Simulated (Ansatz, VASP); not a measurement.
# CO2 in VASP and in Ansatz

```
O C
1.0
    15.00000    0.00000    0.00000
     0.00000   15.50000    0.00000
     0.00000    0.00000   16.00000
O C
2 1
Cartesian
  6.4541 7.7511 7.4744
  8.5459 7.7489 8.5256
  7.5000 7.7500 8.0000
```

Alike in both runs: functional PBE; dispersion D3(BJ); k mesh 1 × 1 × 1; occupations gaussian, width 0.005 eV; no spin polarisation.

Ansatz relaxed the structure, and its values are those at the end. VASP's run is a single point on that final structure, the one shown.

|  | VASP | Ansatz |
| --- | --- | --- |
| version | VASP 6.6.1 | Ansatz 0.2.0 |
| potentials or method | VASP PAW PBE potentials, release 64 (O, C), cutoff 520 eV | scalar-relativistic, plane waves, PAW |
| valence electrons in the cell | 16 | 16 |

Ansatz gave:

```
gap on the k mesh at the Fermi level (eV) : 8.08
rms of the force components (eV/Å)        : 0.001
```

Problem. Estimate VASP's values.

Solution. gap on the k mesh at the Fermi level (eV): 8.08; rms of the force components (eV/Å): 0.299.

One of these differences is far larger than is usual between the two programs; its cause wasn't traced.

Noted on VASP's run: the standard files for N, O and F lose accuracy on very short bonds.
